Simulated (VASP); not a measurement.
# Ni (Im-3m) in VASP: further runs

Ni is run at these levels: revPBE; tasks: single point.

Everything below comes from runs of VASP 6.6.1. Logs are shortened: lines on timing, memory, paths and dates and some standing lists are left out, and cuts for length are marked.

## Step 1: The cell of the first run

Symmetry: Im-3m, No. 229, cubic system. The conventional cell has a = 2.852 Å, b = 2.852 Å, c = 2.852 Å, α = 90.00°, β = 90.00°, γ = 90.00°. Within 3.3 Å of Ni (site symmetry m-3m) lie 14 Ni at 2.47 to 2.85 Å.

## Step 2: Single point, revPBE (volume scaled by 1.04)

File INCAR:

```
SYSTEM = Ni
PREC = Accurate
ENCUT = 520
EDIFF = 1E-7
ISMEAR = -1
SIGMA = 0.1
LREAL = .False.
LASPH = .True.
NELM = 100
ALGO = Normal
ISIF = 2
LWAVE = .False.
LCHARG = .True.
GGA = RE
LELF = .True.
LVHAR = .True.
NBANDS = 11
```

File KPOINTS:

```
Automatic mesh
0
Gamma
  18 18 18
  0 0 0
```

File POSCAR:

```
Ni
1.0
   -1.4260601534      1.4260601534      1.4260601534
    1.4260601534     -1.4260601534      1.4260601534
    1.4260601534      1.4260601534     -1.4260601534
Ni
1
Direct
    0.0000000000      0.0000000000      0.0000000000
```

Potentials or basis: VASP PAW PBE potentials, release 64 (Ni).

Run with:

```bash
cat potpaw_PBE.64/Ni/POTCAR > POTCAR
mpirun -np 1 vasp_std > vasp.out
```

OUTCAR:

```text
SYSTEM = Ni
   PREC = Accurate
   ENCUT = 520
   EDIFF = 1E-7
   ISMEAR = -1
   LREAL = .False.
   LASPH = .True.
   NELM = 100
   ISIF = 2
   GGA = RE

 ion  position               nearest neighbor table
   1  0.000  0.000  0.000-

  LATTYP: Found a body centered cubic cell.
 ALAT       =     2.8521203068

  Lattice vectors:

 A1 = (  -1.4260601534,   1.4260601534,   1.4260601534)
 A2 = (   1.4260601534,  -1.4260601534,   1.4260601534)
 A3 = (   1.4260601534,   1.4260601534,  -1.4260601534)

Analysis of symmetry for initial positions (statically):
=====================================================================
 Subroutine PRICEL returns:
 Original cell was already a primitive cell.

 Routine SETGRP: Setting up the symmetry group for a
 body centered cubic supercell.

 Subroutine GETGRP returns: Found 48 space group operations
 (whereof 48 operations were pure point group operations)
 out of a pool of 48 trial point group operations.

The static configuration has the point symmetry O_h .

Analysis of symmetry for dynamics (positions and initial velocities):
=====================================================================
 Subroutine PRICEL returns:
 Original cell was already a primitive cell.

 Routine SETGRP: Setting up the symmetry group for a
 body centered cubic supercell.

 Subroutine GETGRP returns: Found 48 space group operations
 (whereof 48 operations were pure point group operations)
 out of a pool of 48 trial point group operations.

The dynamic configuration has the point symmetry O_h .

 Subroutine INISYM returns: Found 48 space group operations
 (whereof 48 operations are pure point group operations),
 and found     1 'primitive' translations

----------------------------------------------------------------------------------------

                                     Primitive cell

  volume of cell :      11.6004

  direct lattice vectors                    reciprocal lattice vectors
    -1.426060153  1.426060153  1.426060153     0.000000000  0.350616346  0.350616346
     1.426060153 -1.426060153  1.426060153     0.350616346  0.000000000  0.350616346
     1.426060153  1.426060153 -1.426060153     0.350616346  0.350616346  0.000000000

  length of vectors
     2.470008640  2.470008640  2.470008640     0.495846392  0.495846392  0.495846392

  position of ions in fractional coordinates (direct lattice)
     0.000000000  0.000000000  0.000000000

  ion indices of the primitive-cell ions
   primitive index   ion index
                 1           1

----------------------------------------------------------------------------------------

 KPOINTS: Automatic mesh

Automatic generation of k-mesh.
 Grid dimensions read from file:
 generate k-points for:   18   18   18

 Generating k-lattice:

  Cartesian coordinates                     Fractional coordinates (reciprocal lattice)
     0.000000000  0.019478686  0.019478686     0.055555556  0.000000000  0.000000000
     0.019478686  0.000000000  0.019478686     0.000000000  0.055555556  0.000000000
     0.019478686  0.019478686  0.000000000     0.000000000  0.000000000  0.055555556

  Length of vectors
     0.027547022  0.027547022  0.027547022

  Shift w.r.t. Gamma in fractional coordinates (k-lattice)
     0.000000000  0.000000000  0.000000000

 Subroutine IBZKPT returns following result:
 ===========================================

 Found    195 irreducible k-points:

 Following reciprocal coordinates:
            Coordinates               Weight
  0.000000  0.000000  0.000000      1.000000
  0.055556  0.000000  0.000000     12.000000
  0.111111  0.000000  0.000000     12.000000
  0.166667  0.000000  0.000000     12.000000
  0.222222  0.000000  0.000000     12.000000
  0.277778  0.000000  0.000000     12.000000
[... 16 lines left out ...]
  0.333333  0.111111 -0.000000     48.000000
  0.388889  0.111111  0.000000     48.000000
 [... further k-points ...]
   k-points           NKPTS =    195   k-points in BZ     NKDIM =    195   number of bands    NBANDS=     11
   number of dos      NEDOS =    301   number of ions     NIONS =      1
   total plane-waves  NPLWV =   5832
   dimension x,y,z NGX =    18 NGY =   18 NGZ =   18
   dimension x,y,z NGXF=    36 NGYF=   36 NGZF=   36
   ions per type =               1
   NGX,Y,Z   is equivalent  to a cutoff of  12.12, 12.12, 12.12 a.u.
   NGXF,Y,Z  is equivalent  to a cutoff of  24.23, 24.23, 24.23 a.u.
 SYSTEM =  Ni
   PREC   = accura    normal or accurate (medium, high low for compatibility)
   ISTART =      0    job   : 0-new  1-cont  2-samecut
   ICHARG =      2    charge: 1-file 2-atom 10-const
   ISPIN  =      1    spin polarized calculation?
   LNONCOLLINEAR =      F non collinear calculations
   LSORBIT =      F    spin-orbit coupling
   LASPH  =      T    aspherical Exc in radial PAW
   ENCUT  =  520.0 eV  38.22 Ry    6.18 a.u.   4.59  4.59  4.59*2*pi/ulx,y,z
   NELM   =    100;   NELMIN=  2; NELMDL= -5     # of ELM steps
   EDIFF  = 0.1E-06   stopping-criterion for ELM
   LREAL  =      F    real-space projection
   EDIFFG = 0.1E-05   stopping-criterion for IOM
   NSW    =      0    number of steps for IOM
   IBRION =     -1    ionic relax: 0-MD 1-quasi-New 2-CG
   NFREE  =      0    steps in history (QN), initial steepest desc. (CG)
   ISIF   =      2    stress and relaxation
   ISYM   =      2    0-nonsym 1-usesym 2-fastsym
   POTIM  = 0.5000    time-step for ionic-motion
   TEBEG  =    0.0;   TEEND  =   0.0 temperature during run
   PSTRESS=    0.0 pullay stress
   NELECT =      10.0000    total number of electrons
   NUPDOWN=      -1.0000    fix difference up-down
   EMIN   =  10.00;   EMAX   =-10.00  energy-range for DOS
   EFERMI =   0.00;   METHOD = LEGACY
   ISMEAR =    -1;   SIGMA  =   0.10  broadening in eV -4-tet -1-fermi 0-gaus
   EFERMI_NEDOS =   21; number of points for ismear=-14 and -15
   IALGO  =     38    algorithm
   IMIX   =      4    mixing-type and parameters
     AMIX     =   0.40;   BMIX     =  1.00
     AMIX_MAG =   1.60;   BMIX_MAG =  1.00
  volume/ion in A,a.u.               =      11.60        78.28
  Fermi-wavevector in a.u.,A,eV,Ry     =   1.558058  2.944303 33.028757  2.427545
  Thomas-Fermi vector in A             =   2.661618
   LORBIT       =      0    0 simple, 1 ext, 2 COOP (PROOUT), +10 PAW based schemes
   GGA     = RE    functional components
   LHFCALC =     F    Hartree Fock is set to
   AEXX    =    0.0000 exact exchange contribution
   IVDW    =     0    specifies the selected vdW correction
   LEPSILON=     F    determine dielectric tensor
   LRPA    =     F    only Hartree local field effects (RPA)
 non-spin polarized calculation
  energy-cutoff  :      520.00
  volume of cell :       11.60
 maximum number of plane-waves:       325
   NGX =  9   NGY =  9   NGZ =  9

 number of electron      10.0000005 magnetization

 Free energy of the ion-electron system (eV)
  ---------------------------------------------------
  ext. energy  EPLUGINS =         0.00000000
  ---------------------------------------------------
  free energy    TOTEN  =        -4.97581034 eV

  energy without entropy =       -4.90080336  energy(sigma->0) =       -4.93830685

 E-fermi :   8.4188     XC(G=0): -12.7850

 val. band max:        8.4076658020   @ k =  -0.3889   0.3889   0.1667
 cond. band min:       8.4196669126   @ k =  -0.4444  -0.4444   0.3333
 fundamental gap:      0.0120011106
 Fermi energy:         8.4187643923

 k-point     1 :       0.0000    0.0000    0.0000
  band No.  band energies     occupation
      1       0.0277      2.00000
      2       6.6879      2.00000
      3       6.6879      2.00000
      4       6.6879      2.00000
      5       7.8893      1.99001
      6       7.8893      1.99001
      7      34.1846      0.00000
      8      34.1846      0.00000
      9      34.1846      0.00000
     10      38.6879      0.00000
     11      38.6879      0.00000

 k-point     2 :       0.0556    0.0000    0.0000
  band No.  band energies     occupation
      1       0.1498      2.00000
      2       6.6608      2.00000
      3       6.6859      2.00000
      4       6.7415      2.00000
      5       7.8620      1.99239
      6       7.8914      1.98980
      7      33.0836      0.00000
      8      33.9301      0.00000
      9      33.9884      0.00000
     10      37.5600      0.00000
     11      37.6568      0.00000

 k-point     3 :       0.1111    0.0000    0.0000
  band No.  band energies     occupation
      1       0.5112      2.00000
      2       6.5831      2.00000
      3       6.6732      2.00000
      4       6.8981      2.00000
      5       7.7951      1.99609
      6       7.8982      1.98909
      7      30.6493      0.00000
      8      33.0374      0.00000
      9      33.5273      0.00000
     10      35.6721      0.00000
     11      36.4993      0.00000

 k-point     4 :       0.1667    0.0000    0.0000
  band No.  band energies     occupation
      1       1.0956      2.00000
      2       6.4656      2.00000
      3       6.6365      2.00000
      4       7.1453      1.99999
      5       7.7279      1.99800
      6       7.9106      1.98766
      7      27.8239      0.00000
      8      31.7385      0.00000
      9      32.9974      0.00000
     10      33.8245      0.00000
     11      35.7193      0.00000
[... 239 lines left out ...]
 k-point    22 :       0.2778    0.1111    0.0000
  band No.  band energies     occupation
      1       3.8615      2.00000
      2       6.0509      2.00000
      3       6.4852      2.00000
      4       7.7094      1.99834
      5       8.0445      1.95371
      6       8.5833      0.32345
      7      19.8412      0.00000
      8      25.1816      0.00000
      9      28.6026      0.00000
     10      33.4221      0.00000
     11      37.6266      0.00000

 k-point    23 :       0.3333    0.1111   -0.0000
  band No.  band energies     occupation
      1       4.3842      2.00000
      2       5.9486      2.00000
      3       6.8243      2.00000
      4       7.7803      1.99663
      5       8.1104      1.91240
      6       9.1599      0.00121
      7      17.4951      0.00000
      8      24.5440      0.00000
      9      27.8476      0.00000
     10      33.2046      0.00000
     11      37.5351      0.00000

 k-point    24 :       0.3889    0.1111    0.0000
  band No.  band energies     occupation
      1       4.5879      2.00000
      2       5.8847      2.00000
      3       7.2000      1.99999
      4       7.8191      1.99504
      5       8.2186      1.76198
      6       9.8787      0.00000
      7      15.6042      0.00000
      8      24.1445      0.00000
      9      27.3783      0.00000
     10      33.0730      0.00000
     11      37.4764      0.00000

 [... further k-points ...]
[... 5 lines left out ...]
  --------------------------------------------------------------------------------------
  -------------------------------------------------------------------------------------
  Total       -0.4549969     -0.4549969     -0.4549969      0.0000000     -0.0000000      0.0000000
  in kB      -62.8413424    -62.8413424    -62.8413424      0.0000000     -0.0000000      0.0000000
  external PRESSURE =     -62.8413424 kB  Pullay stress =       0.0000000 kB

 VOLUME and BASIS-vectors are now :
 -----------------------------------------------------------------------------
  energy-cutoff  :      520.00
  volume of cell :       11.60
      direct lattice vectors                 reciprocal lattice vectors
    -1.426060153  1.426060153  1.426060153     0.000000000  0.350616346  0.350616346
     1.426060153 -1.426060153  1.426060153     0.350616346  0.000000000  0.350616346
     1.426060153  1.426060153 -1.426060153     0.350616346  0.350616346  0.000000000

 POSITION                                       TOTAL-FORCE (eV/Angst)
 -----------------------------------------------------------------------------------
      0.00000      0.00000      0.00000        -0.000000     -0.000000     -0.000000
 -----------------------------------------------------------------------------------
    total drift:                                0.000000      0.000000      0.000000

  FREE ENERGIE OF THE ION-ELECTRON SYSTEM (eV)
  ---------------------------------------------------
  free  energy   TOTEN  =        -4.9758103402 eV

  energy  without entropy=       -4.9008033604  energy(sigma->0) =       -4.93830685
```

It took 31 s on 1 thread of Intel Xeon 8259CL, shared host; peak memory 0.14 GiB.

What came out:

| Quantity | Value |
| --- | --- |
| Free energy | -4.9758 eV |
| Pressure | -6.3 GPa |
| Band gap on the k mesh | zero (band 5 reaches 8.76 eV, above the bottom of band 6 at 7.84 eV) |

Caveat: the PAW data sets were made with another functional, which shifts forces and pressure a little; the run has no spin polarisation, though such a crystal can be magnetic. Spin polarisation is off, so any magnetic state and its effect on volume and gap are missing.

## Step 3: Single point, revPBE (volume scaled by 1.08)

INCAR, as its differences from that of step 2:

```diff
@@ -3,3 +3,3 @@
 ENCUT = 520
-EDIFF = 1E-7
+EDIFF = 1E-6
 ISMEAR = -1
@@ -8,3 +8,3 @@
 LASPH = .True.
-NELM = 100
+NELM = 60
 ALGO = Normal
```

KPOINTS is that of step 2.

File POSCAR:

```
Ni
1.0
   -1.4441134643      1.4441134643      1.4441134643
    1.4441134643     -1.4441134643      1.4441134643
    1.4441134643      1.4441134643     -1.4441134643
Ni
1
Direct
    0.0000000000      0.0000000000      0.0000000000
```

Potentials or basis: VASP PAW PBE potentials, release 64 (Ni).

Run with:

```bash
cat potpaw_PBE.64/Ni/POTCAR > POTCAR
mpirun -np 1 vasp_std > vasp.out
```

It took 38 s on 1 thread of Intel Xeon 8259CL, shared host; peak memory 0.14 GiB.

It converged, with:

```
Free energy            : -4.9510 eV
Pressure               : -11.3 GPa
Band gap on the k mesh : zero (band 5 reaches 8.25 eV, above the bottom of band 6 at 7.38 eV)
```

Levels at points of the mesh, in eV from the Fermi level:
| k point | band 2 | band 3 | band 4 | band 5 | band 6 | band 7 | band 8 | band 9 |
| --- | --- | --- | --- | --- | --- | --- | --- | --- |
| (0.00, 0.00, 0.00) | -1.64 | -1.64 | -1.64 | -0.50 | -0.50 | 25.37 | 25.37 | 25.37 |
| (0.50, 0.00, 0.00) | -2.45 | -0.55 | -0.37 | 0.31 | 0.46 | 6.00 | 18.22 | 18.75 |
| (0.50, 0.50, 0.50) | -3.39 | 0.12 | 0.12 | 0.12 | 9.28 | 9.28 | 9.28 | 14.79 |

Caveat: the PAW data sets were made with another functional, which shifts forces and pressure a little; the run has no spin polarisation, though such a crystal can be magnetic.

## Step 4: Single point, revPBE (volume scaled by 1.12)

File INCAR:

```
PREC = Accurate ; ENCUT = 520
EDIFF = 1E-7 ; ISMEAR = -1
SIGMA = 0.1 ; LREAL = F
LASPH = T ; NELM = 80
ALGO = Normal ; ISIF = 2
LWAVE = F ; LCHARG = T
GGA = RE ; LELF = T
LVHAR = T ; NBANDS = 11
```

File KPOINTS:

```
regular mesh
0
Gamma
  18 18 18
```

File POSCAR:

```
Ni
1.0
   -1.4617263399      1.4617263399      1.4617263399
    1.4617263399     -1.4617263399      1.4617263399
    1.4617263399      1.4617263399     -1.4617263399
Ni
1
Direct
    0.0000000000      0.0000000000      0.0000000000
```

Run with:

```bash
cat potpaw_PBE.64/Ni/POTCAR > POTCAR
mpirun -np 1 vasp_std > vasp.out
```

Wall time 41 s (1 thread of Intel Xeon 8259CL, shared host); peak memory 0.14 GiB.

It converged, with:

* Free energy: -4.9137 eV
* Pressure: -15.2 GPa
* Band gap on the k mesh: zero (band 5 reaches 7.77 eV, above the bottom of band 6 at 6.96 eV)

Levels at points of the mesh, in eV from the Fermi level:
```
           k point  band 1  band 2  band 3  band 4  band 5  band 6  band 7  band 8  band 9  band 10
(0.00, 0.00, 0.00)   -7.91   -1.56   -1.56   -1.56   -0.48   -0.48   24.99   24.99   24.99    29.06
(0.50, 0.00, 0.00)   -3.63   -2.32   -0.52   -0.36    0.29    0.51    5.75   17.89   18.26    21.96
(0.50, 0.50, 0.50)   -3.21   -3.21    0.11    0.11    0.11    9.08    9.08    9.08   14.47    14.47
```

Caveat: the PAW data sets were made with another functional, which shifts forces and pressure a little; the run has no spin polarisation, though such a crystal can be magnetic. Spin polarisation is off, so any magnetic state and its effect on volume and gap are missing.

## Step 5: Summary

| cell | gap on the mesh (eV) | pressure (GPa) |
| --- | --- | --- |
| a = 2.470 Å, angles 109.5°, 1 atom | none | -6.3 |
| a = 2.501 Å, angles 109.5°, 1 atom | none | -11.3 |
| a = 2.532 Å, angles 109.5°, 1 atom | none | -15.2 |

Alike in all rows: task single point; level revPBE; potentials or basis VASP PAW PBE potentials, release 64 (Ni); no spin polarisation; k mesh 18 × 18 × 18; cutoff (eV) 520; smearing fermi-dirac 0.1 eV.

Caveats: the PAW data sets were made with another functional, which shifts forces and pressure a little; the run has no spin polarisation, though such a crystal can be magnetic.

Total energies depend on the potentials used, so only differences within one code and one set of settings carry meaning.
